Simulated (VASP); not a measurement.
# PbS in VASP: notebook

The runs below take PbS through single point, relaxation of cell and atoms, with PBE.

All numbers are computed with VASP 6.6.1; they aren't measurements. Logs are shortened: lines on timing, memory, paths and dates and some standing lists are left out, and cuts for length are marked.

## 1. The cell of the first run

The cell holds a slab with vacuum, 4 atoms: a = 4.246 Å, b = 4.246 Å, c = 11.738 Å, α = 93.82°, β = 93.82°, γ = 90.00°.

## 2. Single point, PBE

Input file INCAR:

```
PREC = Accurate
ENCUT = 520
EDIFF = 1E-7
ISMEAR = 0
SIGMA = 0.02
LREAL = F
LASPH = T
NELM = 100
ALGO = Normal
ISIF = 2
LWAVE = F
LCHARG = F
GGA = PE
NBANDS = 28
```

Input file KPOINTS:

```
Automatic mesh
0
Gamma
  6 6 4
```

Input file POSCAR:

```
PbS
1.0
    3.0024661747     -3.0024830912     -0.0002156351
    3.0024661747      3.0024830912     -0.0002156351
   -1.1036678508      0.0000000000     11.6855219108
Pb S
2 2
Direct
    0.7722277076      0.7722277076      0.6204350728
    0.2277722924      0.2277722924      0.3795649272
    0.2702037340      0.2702037340      0.6099372203
    0.7297962660      0.7297962660      0.3900627797
```

Potentials or basis: VASP PAW PBE potentials, release 64 (Pb_d, S).

Run with:

```
cat potpaw_PBE.64/Pb_d/POTCAR potpaw_PBE.64/S/POTCAR > POTCAR
mpirun -np 1 vasp_std > vasp.out
```

OUTCAR:

```text
PREC = Accurate
   ENCUT = 520
   EDIFF = 1E-7
   ISMEAR = 0
   LREAL = F
   LASPH = T
   NELM = 100
   ISIF = 2
   GGA = PE

 ion  position               nearest neighbor table
   1  0.772  0.772  0.620-   4 2.69   3 3.00   3 3.00   3 3.00   3 3.01   2 4.11   2 4.12   2 4.12
                             2 4.12
   2  0.228  0.228  0.380-   3 2.69   4 3.00   4 3.00   4 3.00   4 3.01   1 4.11   1 4.12   1 4.12
                             1 4.12
   3  0.270  0.270  0.610-   2 2.69   1 3.00   1 3.00   1 3.00   1 3.01
   4  0.730  0.730  0.390-   1 2.69   2 3.00   2 3.00   2 3.00   2 3.01

  LATTYP: Found a base centered monoclinic cell.
 ALAT       =     6.0049323649
 B/A-ratio  =     1.0000056316
 C/A-ratio  =     1.9546474123
 COS(beta)  =    -0.0941005064

  Lattice vectors:

 A1 = (   3.0024661747,  -3.0024830912,  -0.0002156351)
 A2 = (   3.0024661747,   3.0024830912,  -0.0002156351)
 A3 = (  -1.1036678508,   0.0000000000,  11.6855219108)

Analysis of symmetry for initial positions (statically):
=====================================================================
 Subroutine PRICEL returns:
 Original cell was already a primitive cell.

 Routine SETGRP: Setting up the symmetry group for a
 base centered monoclinic supercell.

 Subroutine GETGRP returns: Found  4 space group operations
 (whereof  4 operations were pure point group operations)
 out of a pool of  4 trial point group operations.

The static configuration has the point symmetry C_2h.

Analysis of symmetry for dynamics (positions and initial velocities):
=====================================================================
 Subroutine PRICEL returns:
 Original cell was already a primitive cell.

 Routine SETGRP: Setting up the symmetry group for a
 base centered monoclinic supercell.

 Subroutine GETGRP returns: Found  4 space group operations
 (whereof  4 operations were pure point group operations)
 out of a pool of  4 trial point group operations.

The dynamic configuration has the point symmetry C_2h.

 Subroutine INISYM returns: Found  4 space group operations
 (whereof  4 operations are pure point group operations),
 and found     1 'primitive' translations

----------------------------------------------------------------------------------------

[... 86 lines left out ...]
 SYSTEM =  unknown system
   PREC   = accura    normal or accurate (medium, high low for compatibility)
   ISTART =      0    job   : 0-new  1-cont  2-samecut
   ICHARG =      2    charge: 1-file 2-atom 10-const
   ISPIN  =      1    spin polarized calculation?
   LNONCOLLINEAR =      F non collinear calculations
   LSORBIT =      F    spin-orbit coupling
   LASPH  =      T    aspherical Exc in radial PAW
   ENCUT  =  520.0 eV  38.22 Ry    6.18 a.u.   7.90  7.90 21.82*2*pi/ulx,y,z
   NELM   =    100;   NELMIN=  2; NELMDL= -5     # of ELM steps
   EDIFF  = 0.1E-06   stopping-criterion for ELM
   LREAL  =      F    real-space projection
   EDIFFG = 0.1E-05   stopping-criterion for IOM
   NSW    =      0    number of steps for IOM
   IBRION =     -1    ionic relax: 0-MD 1-quasi-New 2-CG
   NFREE  =      0    steps in history (QN), initial steepest desc. (CG)
   ISIF   =      2    stress and relaxation
   ISYM   =      2    0-nonsym 1-usesym 2-fastsym
   POTIM  = 0.5000    time-step for ionic-motion
   TEBEG  =    0.0;   TEEND  =   0.0 temperature during run
   PSTRESS=    0.0 pullay stress
   NELECT =      40.0000    total number of electrons
   NUPDOWN=      -1.0000    fix difference up-down
   EMIN   =  10.00;   EMAX   =-10.00  energy-range for DOS
   EFERMI =   0.00;   METHOD = LEGACY
   ISMEAR =     0;   SIGMA  =   0.02  broadening in eV -4-tet -1-fermi 0-gaus
   EFERMI_NEDOS =   21; number of points for ismear=-14 and -15
   IALGO  =     38    algorithm
   IMIX   =      4    mixing-type and parameters
     AMIX     =   0.40;   BMIX     =  1.00
     AMIX_MAG =   1.60;   BMIX_MAG =  1.00
  volume/ion in A,a.u.               =      52.67       355.44
  Fermi-wavevector in a.u.,A,eV,Ry     =   0.940915  1.778071 12.045514  0.885320
  Thomas-Fermi vector in A             =   2.068374
   LORBIT       =      0    0 simple, 1 ext, 2 COOP (PROOUT), +10 PAW based schemes
   GGA     = PE    functional components
   LHFCALC =     F    Hartree Fock is set to
   AEXX    =    0.0000 exact exchange contribution
   IVDW    =     0    specifies the selected vdW correction
   LEPSILON=     F    determine dielectric tensor
   LRPA    =     F    only Hartree local field effects (RPA)
 non-spin polarized calculation
 Gauss-broadening in eV      SIGMA  =   0.02
  energy-cutoff  :      520.00
  volume of cell :      210.69
 maximum number of plane-waves:      5704
   NGX = 15   NGY = 15   NGZ = 43

 number of electron      39.9999997 magnetization

 Free energy of the ion-electron system (eV)
  ---------------------------------------------------
  ext. energy  EPLUGINS =         0.00000000
  ---------------------------------------------------
  free energy    TOTEN  =       -17.30670412 eV

  energy without entropy =      -17.30670412  energy(sigma->0) =      -17.30670412

 E-fermi :   0.1352     XC(G=0):  -5.6871

 val. band max:        0.0424016059   @ k =   0.3333   0.0000   0.5000
 cond. band min:       2.1104311925   @ k =   0.5000   0.0000   0.5000
 fundamental gap:      2.0680295866
 Fermi energy:         0.1352080366

 k-point     1 :       0.0000    0.0000    0.0000
  band No.  band energies     occupation
      1     -16.0839      2.00000
      2     -15.9914      2.00000
      3     -15.9741      2.00000
      4     -15.9658      2.00000
      5     -15.9526      2.00000
      6     -15.9497      2.00000
[... 733 lines left out ...]
     27       5.4685      0.00000
     28       6.8103      0.00000

 [... further k-points ...]
[... 5 lines left out ...]
  --------------------------------------------------------------------------------------
  -------------------------------------------------------------------------------------
  Total       -0.0377750     -0.0375963     -0.0573781      0.0000000      0.0000000     -0.0000516
  in kB       -0.2872641     -0.2859052     -0.4363378      0.0000000      0.0000000     -0.0003925
  external PRESSURE =      -0.3365024 kB  Pullay stress =       0.0000000 kB

 VOLUME and BASIS-vectors are now :
 -----------------------------------------------------------------------------
  energy-cutoff  :      520.00
  volume of cell :      210.69
      direct lattice vectors                 reciprocal lattice vectors
     3.002466175 -3.002483091 -0.000215635     0.166530899 -0.166528831  0.015728420
     3.002466175  3.002483091 -0.000215635     0.166530899  0.166528831  0.015728420
    -1.103667851  0.000000000 11.685521911     0.000006146  0.000000000  0.085576561

 POSITION                                       TOTAL-FORCE (eV/Angst)
 -----------------------------------------------------------------------------------
      3.95242      0.00000      7.24977        -0.000665      0.000000     -0.006260
      0.94884      0.00000      4.43532         0.000665      0.000000      0.006260
      0.94939      0.00000      7.12732         0.000133      0.000000      0.002064
      3.95188      0.00000      4.55777        -0.000133      0.000000     -0.002064
 -----------------------------------------------------------------------------------
    total drift:                                0.000000      0.000000     -0.000000

  FREE ENERGIE OF THE ION-ELECTRON SYSTEM (eV)
  ---------------------------------------------------
  free  energy   TOTEN  =       -17.3067041206 eV

  energy  without entropy=      -17.3067041206  energy(sigma->0) =      -17.30670412
```

stdout:

```text
POSCAR found type information on POSCAR PbS
 POSCAR found :  2 types and       4 ions
 scaLAPACK will be used
 LDA part: xc-table for (Slater+PW92), standard interpolation
 POSCAR, INCAR and KPOINTS ok, starting setup
 FFT: planning ... GRIDC
 FFT: planning ... GRID_SOFT
 FFT: planning ... GRID
 WAVECAR not read
 entering main loop
```

It took 3.3 min on 1 thread of Intel Xeon Platinum 8488C (Sapphire Rapids), shared host; peak memory 0.42 GiB.

Results:

```
Free energy            : -17.3067 eV
Largest force          : 0.006 eV/Å
Band gap on the k mesh : 2.07 eV, indirect (the least direct gap lies 0.9 meV higher)
```

Forces on the atoms (eV/Å):
```
Pb  -0.001  0.000 -0.006
Pb   0.001  0.000  0.006
S    0.000  0.000  0.002
S    0.000  0.000 -0.002
```

Caveat: spin-orbit coupling is left out, which moves the levels of the heavy elements.

## 3. Relaxation of cell and atoms, PBE

Input file INCAR:

```
ALGO = Normal
EDIFF = 1E-6
EDIFFG = -0.02
ENCUT = 600
GGA = PE
IBRION = 2
ISIF = 3
ISMEAR = 0
LASPH = True
LCHARG = False
LREAL = False
LWAVE = False
NELM = 100
NSW = 70
PREC = Accurate
SIGMA = 0.02
```

Input file KPOINTS:

```
k-points
0
Gamma
  6 6 4
```

Input file POSCAR:

```
PbS
1.0
    3.0011670247     -3.0016565274     -0.0001988481
    3.0011670247      3.0016565274     -0.0001988481
   -1.1031249159      0.0000000000     11.6862096032
Pb S
2 2
Direct
    0.7725043213      0.7725043213      0.6214532449
    0.2274956787      0.2274956787      0.3785467551
    0.2698634812      0.2698634812      0.6080431889
    0.7301365188      0.7301365188      0.3919568111
```

Potentials or basis: VASP PAW PBE potentials, release 64 (Pb_d, S).

Run with:

```
cat potpaw_PBE.64/Pb_d/POTCAR potpaw_PBE.64/S/POTCAR > POTCAR
mpirun -np 1 vasp_std > vasp.out
```

Wall time 15 min (1 thread of Intel Xeon Platinum 8488C (Sapphire Rapids), shared host); peak memory 0.54 GiB.

Results (log left out):

* Free energy: -17.3070 eV
* Relaxed cell: a = 4.242 Å, b = 4.242 Å, c = 11.759 Å, α = 93.81°, β = 93.81°, γ = 90.00°
* Space group after relaxing (to 0.05 Å): C2/m (No. 12)
* Energy gained by relaxing: 0.3 meV/atom
* Ionic steps: 9
* Largest force after relaxing: 0.008 eV/Å
* Band gap on the k mesh: 2.07 eV, indirect (the least direct gap lies 3.7 meV higher)

Forces in eV/Å, atoms in the order of the input:
```
Pb   0.000  0.000 -0.005
Pb   0.000  0.000  0.005
S    0.000  0.000  0.008
S    0.000  0.000 -0.008
```

The path:
```tsv
step	energy change (eV)	largest force (eV/Å)	pressure (GPa)	volume (Å³)
1	0.0000	0.0589	0.03	210.55
2	-0.0003	0.0303	-0.02	210.85
3	-0.0003	0.0411	-0.03	210.94
4	-0.0006	0.0338	-0.01	210.75
5	-0.0007	0.0266	0.02	210.56
6	-0.0007	0.0127	0.09	210.18
7	-0.0008	0.0196	0.06	210.35
8	-0.0009	0.0152	0.05	210.44
9	-0.0012	0.0083	0.03	210.68
```

Final structure:
```yaml
crystal:
  lattice:
    - [2.99980, -2.99955, -0.00057]
    - [2.99980, 2.99955, -0.00057]
    - [-1.10409, 0.00000, 11.70721]
  atoms:
    - { symbol: Pb, position: [0.77224, 0.77224, 0.62044] }
    - { symbol: Pb, position: [0.22776, 0.22776, 0.37956] }
    - { symbol: S, position: [0.27015, 0.27015, 0.60948] }
    - { symbol: S, position: [0.72985, 0.72985, 0.39052] }
```

Levels at points of the mesh, in eV from the valence-band top:
| k point | band 18 | band 19 | band 20 | band 21 | band 22 | band 23 |
| --- | --- | --- | --- | --- | --- | --- |
| (0.00, 0.00, 0.00) | -1.25 | -1.25 | -0.15 | 2.26 | 3.87 | 5.09 |
| (0.50, 0.00, 0.00) | -0.90 | 0.00 | 0.00 | 2.07 | 2.08 | 3.13 |
| (0.50, 0.50, 0.00) | -2.57 | -1.27 | -1.27 | 4.24 | 4.25 | 5.30 |
| (0.00, 0.00, 0.50) | -1.25 | -1.25 | -0.15 | 2.12 | 4.64 | 5.09 |
| (0.50, 0.00, 0.50) | -0.90 | 0.00 | 0.00 | 2.07 | 2.07 | 3.13 |
| (0.50, 0.50, 0.50) | -2.57 | -1.27 | -1.27 | 4.22 | 4.23 | 5.29 |

Caveat: spin-orbit coupling is left out, which moves the levels of the heavy elements.

## 4. Single point, PBE

Input file INCAR:

```
SYSTEM = PbS
  ALGO = Normal
  EDIFF = 1E-6
  ENCUT = 520
  GGA = PE
  ISIF = 2
  ISMEAR = 0
  LASPH = .True.
  LCHARG = .False.
  LREAL = .False.
  LWAVE = .False.
  NBANDS = 28
  NELM = 100
  PREC = Accurate
  SIGMA = 0.1
```

Input file KPOINTS:

```
k-points
0
Gamma
  4 4 2
  0 0 0
```

POSCAR is that of step 3.

Run with:

```
cat potpaw_PBE.64/Pb_d/POTCAR potpaw_PBE.64/S/POTCAR > POTCAR
mpirun -np 1 vasp_std > vasp.out
```

It took 68 s on 1 thread of Intel Xeon Platinum 8488C (Sapphire Rapids), shared host; peak memory 0.31 GiB.

Results (log left out):

* Free energy: -17.3133 eV
* Largest force: 0.011 eV/Å
* Band gap on the k mesh: 2.13 eV, indirect (least direct gap 2.13 eV)

Forces in eV/Å, atoms in the order of the input:
```
Pb  -0.001  0.000 -0.011
Pb   0.001  0.000  0.011
S    0.000  0.000  0.002
S    0.000  0.000 -0.002
```

Levels at points of the mesh, in eV from the valence-band top:
| k point | band 18 | band 19 | band 20 | band 21 | band 22 | band 23 |
| --- | --- | --- | --- | --- | --- | --- |
| (0.00, 0.00, 0.00) | -1.19 | -1.18 | -0.08 | 2.27 | 3.85 | 5.13 |
| (0.50, 0.00, 0.00) | -0.86 | 0.00 | 0.00 | 2.13 | 2.14 | 3.18 |
| (0.50, 0.50, 0.00) | -2.50 | -1.23 | -1.23 | 4.30 | 4.31 | 5.27 |
| (0.00, 0.00, 0.50) | -1.19 | -1.18 | -0.08 | 2.13 | 4.67 | 5.08 |
| (0.50, 0.00, 0.50) | -0.86 | 0.00 | 0.00 | 2.13 | 2.13 | 3.18 |
| (0.50, 0.50, 0.50) | -2.50 | -1.23 | -1.23 | 4.29 | 4.30 | 5.25 |

Caveat: spin-orbit coupling is left out, which moves the levels of the heavy elements.

## 5. The runs side by side

```csv
task,cell,k mesh,cutoff (eV),smearing,gap on the mesh (eV),largest force (eV/Å)
single point,"a = 4.246, b = 4.246, c = 11.738 Å, angles 93.8, 93.8, 90.0°, 4 atoms",6 × 6 × 4,520,gaussian 0.02 eV,2.07,0.01
relaxation of cell and atoms,"relaxed from a = 4.245, b = 4.245, c = 11.738 Å, angles 93.8, 93.8, 90.0°, 4 atoms",6 × 6 × 4,600,gaussian 0.02 eV,2.07,0.01
single point,"a = 4.245, b = 4.245, c = 11.738 Å, angles 93.8, 93.8, 90.0°, 4 atoms",4 × 4 × 2,520,gaussian 0.1 eV,2.13,0.01
```

Some of these runs hold the atoms at other places in the same cell, which the table doesn't show; runs alike in all that it shows share one row.

Alike in all rows: level PBE; potentials or basis VASP PAW PBE potentials, release 64 (Pb_d, S); no spin polarisation.

Caveats: spin-orbit coupling is left out, which moves the levels of the heavy elements.

Total energies depend on the potentials used, so only differences within one code and one set of settings carry meaning.
